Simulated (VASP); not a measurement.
# Ag3As2 (C2/m) in VASP: single point with LDA

Aim: the single point of Ag3As2 with LDA.

All numbers are computed with VASP 6.6.1; they aren't measurements. Logs are shortened: lines on timing, memory, paths and dates and some standing lists are left out, and cuts for length are marked.

**1. The cell of the first run**

It takes space group C2/m (No. 12, monoclinic). Conventional cell: a = 12.691 Å, b = 3.554 Å, c = 8.752 Å, α = 90.00°, β = 95.06°, γ = 90.00°. Within 3.2 Å of As (site symmetry m) lie 5 Ag at 2.34 to 2.88 Å and 1 As at 3.13 Å. As (site symmetry m) has 6 Ag at 2.46 to 2.63 Å within 3.2 Å. Ag (site symmetry m) has 3 As at 2.41 to 2.63 Å and 3 Ag at 3.26 to 3.33 Å within 3.4 Å. Within 3.1 Å of Ag (site symmetry m) lie 5 As at 2.34 to 2.88 Å. Within 3.7 Å of Ag (site symmetry m) lie 3 As at 2.46 to 2.49 Å and 12 Ag at 3.30 to 3.68 Å.

**2. Single point, LDA**

File INCAR:

```
PREC = Accurate
ENCUT = 520
EDIFF = 1E-6
ISMEAR = -1
SIGMA = 0.0434
LREAL = False
LASPH = True
NELM = 80
ALGO = Normal
ISIF = 2
LWAVE = False
LCHARG = True
LELF = True
LVHAR = True
NBANDS = 54
```

File KPOINTS:

```
Automatic mesh
0
Gamma
  7 7 3
```

File POSCAR:

```
Ag3As2
1.0
    0.0000000000      3.5541590000      0.0000000000
    6.3457020000     -1.7770800000      0.0000000000
    0.7719300000      0.0000000000     -8.7180650000
As Ag
4 6
Direct
    0.6129000000      0.2258000000      0.5596000000
    0.3871000000      0.7742000000      0.4404000000
    0.2010000000      0.4020000000      0.8592000000
    0.7990000000      0.5980000000      0.1408000000
    0.0289000000      0.0578000000      0.7116000000
    0.9711000000      0.9422000000      0.2884000000
    0.7780000000      0.5560000000      0.6594000000
    0.2220000000      0.4440000000      0.3406000000
    0.3747000000      0.7494000000      0.9637000000
    0.6253000000      0.2506000000      0.0363000000
```

Potentials or basis: VASP PAW LDA potentials, release 64 (As, Ag).

The run is started by

```sh
$ cat potpaw_LDA.64/As/POTCAR potpaw_LDA.64/Ag/POTCAR > POTCAR
$ mpirun -np 1 vasp_std > vasp.out
```

OUTCAR:

```text
PREC = Accurate
   ENCUT = 520
   EDIFF = 1E-6
   ISMEAR = -1
   LREAL = False
   LASPH = True
   NELM = 80
   ISIF = 2

 ion  position               nearest neighbor table
   1  0.613  0.226  0.560-   7 2.34   5 2.41   5 2.41   8 2.88   8 2.88
   2  0.387  0.774  0.440-   8 2.34   6 2.41   6 2.41   7 2.88   7 2.88
   3  0.201  0.402  0.859-   9 2.46  10 2.49  10 2.49   7 2.62   7 2.62   5 2.63
   4  0.799  0.598  0.141-  10 2.46   9 2.49   9 2.49   8 2.62   8 2.62   6 2.63
   5  0.029  0.058  0.712-   1 2.41   1 2.41   3 2.63   7 3.26   9 3.33   9 3.33
   6  0.971  0.942  0.288-   2 2.41   2 2.41   4 2.63   8 3.26  10 3.33  10 3.33
   7  0.778  0.556  0.659-   1 2.34   3 2.62   3 2.62   2 2.88   2 2.88   5 3.26   8 3.43   8 3.43
                             9 3.51   9 3.51
   8  0.222  0.444  0.341-   2 2.34   4 2.62   4 2.62   1 2.88   1 2.88   6 3.26   7 3.43   7 3.43
                            10 3.51  10 3.51
   9  0.375  0.749  0.964-   3 2.46   4 2.49   4 2.49  10 3.30   5 3.33   5 3.33   7 3.51   7 3.51

  10  0.625  0.251  0.036-   4 2.46   3 2.49   3 2.49   9 3.30   6 3.33   6 3.33   8 3.51   8 3.51

  LATTYP: Found a base centered monoclinic cell.
 ALAT       =    12.6914040000
 B/A-ratio  =     0.2800445877
 C/A-ratio  =     0.6896142507
 COS(beta)  =    -0.0881986673

  Lattice vectors:

 A1 = (  -6.3457020000,  -1.7770790000,   0.0000000000)
 A2 = (  -6.3457020000,   1.7770800000,   0.0000000000)
 A3 = (   0.7719300000,   0.0000000000,  -8.7180650000)

Analysis of symmetry for initial positions (statically):
=====================================================================
 Subroutine PRICEL returns:
 Original cell was already a primitive cell.

 Routine SETGRP: Setting up the symmetry group for a
 base centered monoclinic supercell.

 Subroutine GETGRP returns: Found  4 space group operations
 (whereof  4 operations were pure point group operations)
 out of a pool of  4 trial point group operations.

The static configuration has the point symmetry C_2h.

Analysis of symmetry for dynamics (positions and initial velocities):
=====================================================================
 Subroutine PRICEL returns:
 Original cell was already a primitive cell.

 Routine SETGRP: Setting up the symmetry group for a
 base centered monoclinic supercell.

 Subroutine GETGRP returns: Found  4 space group operations
 (whereof  4 operations were pure point group operations)
 out of a pool of  4 trial point group operations.

The dynamic configuration has the point symmetry C_2h.

[... 117 lines left out ...]
   NSW    =      0    number of steps for IOM
   IBRION =     -1    ionic relax: 0-MD 1-quasi-New 2-CG
   NFREE  =      0    steps in history (QN), initial steepest desc. (CG)
   ISIF   =      2    stress and relaxation
   ISYM   =      2    0-nonsym 1-usesym 2-fastsym
   POTIM  = 0.5000    time-step for ionic-motion
   TEBEG  =    0.0;   TEEND  =   0.0 temperature during run
   PSTRESS=    0.0 pullay stress
   NELECT =      86.0000    total number of electrons
   NUPDOWN=      -1.0000    fix difference up-down
   EMIN   =  10.00;   EMAX   =-10.00  energy-range for DOS
   EFERMI =   0.00;   METHOD = LEGACY
   ISMEAR =    -1;   SIGMA  =   0.04  broadening in eV -4-tet -1-fermi 0-gaus
   EFERMI_NEDOS =   21; number of points for ismear=-14 and -15
   IALGO  =     38    algorithm
   IMIX   =      4    mixing-type and parameters
     AMIX     =   0.40;   BMIX     =  1.00
     AMIX_MAG =   1.60;   BMIX_MAG =  1.00
  volume/ion in A,a.u.               =      19.66       132.69
  Fermi-wavevector in a.u.,A,eV,Ry     =   1.242688  2.348340 21.011116  1.544273
  Thomas-Fermi vector in A             =   2.377032
   LORBIT       =      0    0 simple, 1 ext, 2 COOP (PROOUT), +10 PAW based schemes
   GGA     = CA    functional components
   LHFCALC =     F    Hartree Fock is set to
   AEXX    =    0.0000 exact exchange contribution
   IVDW    =     0    specifies the selected vdW correction
   LEPSILON=     F    determine dielectric tensor
   LRPA    =     F    only Hartree local field effects (RPA)
 non-spin polarized calculation
  energy-cutoff  :      520.00
  volume of cell :      196.62
 maximum number of plane-waves:      5321
   NGX = 13   NGY = 25   NGZ = 33

 number of electron      85.9999997 magnetization

 Free energy of the ion-electron system (eV)
  ---------------------------------------------------
  ext. energy  EPLUGINS =         0.00000000
  ---------------------------------------------------
  free energy    TOTEN  =       -38.80395391 eV

  energy without entropy =      -38.77446271  energy(sigma->0) =      -38.78920831

 E-fermi :   6.4509     XC(G=0): -11.1844

 val. band max:        6.4468251788   @ k =   0.2857   0.2857   0.3333
 cond. band min:       6.4526235341   @ k =  -0.4286   0.2857   0.3333
 fundamental gap:      0.0057983553
 Fermi energy:         6.4509052737

 k-point     1 :       0.0000    0.0000    0.0000
  band No.  band energies     occupation
      1      -6.5613      2.00000
      2      -5.5758      2.00000
      3      -5.4981      2.00000
      4      -4.7879      2.00000
      5      -0.1732      2.00000
      6       0.0811      2.00000
[... 1357 lines left out ...]
     53      12.4816      0.00000
     54      12.8729      0.00000

 [... further k-points ...]
[... 5 lines left out ...]
  --------------------------------------------------------------------------------------
  -------------------------------------------------------------------------------------
  Total        8.5682446      4.8649623      2.9163091     -0.0000007      0.0000001     -1.5121699
  in kB       69.8177436     39.6418064     23.7633416     -0.0000054      0.0000008    -12.3218106
  external PRESSURE =      44.4076305 kB  Pullay stress =       0.0000000 kB

 VOLUME and BASIS-vectors are now :
 -----------------------------------------------------------------------------
  energy-cutoff  :      520.00
  volume of cell :      196.62
      direct lattice vectors                 reciprocal lattice vectors
     0.000000000  3.554159000  0.000000000     0.078793511  0.281360513  0.006976671
     6.345702000 -1.777080000  0.000000000     0.157586978  0.000000000  0.013953339
     0.771930000  0.000000000 -8.718065000     0.000000000  0.000000000 -0.114704352

 POSITION                                       TOTAL-FORCE (eV/Angst)
 -----------------------------------------------------------------------------------
      1.86483      1.77708     -4.87863        -0.896944      0.000000      1.874101
      5.25280     -0.00000     -3.83944         0.896944     -0.000000     -1.874101
      3.21421     -0.00000     -7.49056        -0.400515      0.000000      0.703666
      3.90342      1.77708     -1.22750         0.400515     -0.000000     -0.703666
      0.91609     -0.00000     -6.20378        -1.550936      0.000000     -1.367234
      6.20155      1.77708     -2.51429         1.550936     -0.000000      1.367234
      4.03722      1.77708     -5.74869         2.298562     -0.000000     -0.322789
      3.08041     -0.00000     -2.96937        -2.298562      0.000000      0.322789
      5.49938     -0.00000     -8.40160         1.782668     -0.000000      0.897663
      1.61825      1.77708     -0.31647        -1.782668      0.000000     -0.897663
 -----------------------------------------------------------------------------------
    total drift:                               -0.000000      0.000000     -0.000000

  FREE ENERGIE OF THE ION-ELECTRON SYSTEM (eV)
  ---------------------------------------------------
  free  energy   TOTEN  =       -38.8039539062 eV

  energy  without entropy=      -38.7744627051  energy(sigma->0) =      -38.78920831
```

Run time: 4.2 min. Hardware: 1 thread of Intel Xeon 6975P-C (Granite Rapids), shared host; peak memory 0.47 GiB.

What came out:

- Free energy: -38.8040 eV
- Pressure: 4.4 GPa
- Largest force: 2.321 eV/Å
- Band gap on the k mesh: zero (bands 43 and 44 overlap by 1.37 eV)

Forces in eV/Å, atoms in the order of the input:
```
As  -0.897  0.000  1.874
As   0.897  0.000 -1.874
As  -0.401  0.000  0.704
As   0.401  0.000 -0.704
Ag  -1.551  0.000 -1.367
Ag   1.551  0.000  1.367
Ag   2.299  0.000 -0.323
Ag  -2.299  0.000  0.323
Ag   1.783  0.000  0.898
Ag  -1.783  0.000 -0.898
```

Stress tensor (GPa, compression positive):
```
 6.98  0.00 -1.23
 0.00  3.96  0.00
-1.23  0.00  2.38
```

Levels at points of the mesh, in eV from the Fermi level:
| k point | band 39 | band 40 | band 41 | band 42 | band 43 | band 44 | band 45 | band 46 | band 47 | band 48 |
| --- | --- | --- | --- | --- | --- | --- | --- | --- | --- | --- |
| (0.00, 0.00, 0.00) | -2.29 | -1.67 | -0.89 | 0.33 | 0.43 | 1.15 | 1.32 | 1.86 | 1.88 | 2.42 |

Caveat: the cell stands under pressure; forces of over 1 eV/Å act on the atoms, so gaps and moduli don't describe the material at rest.
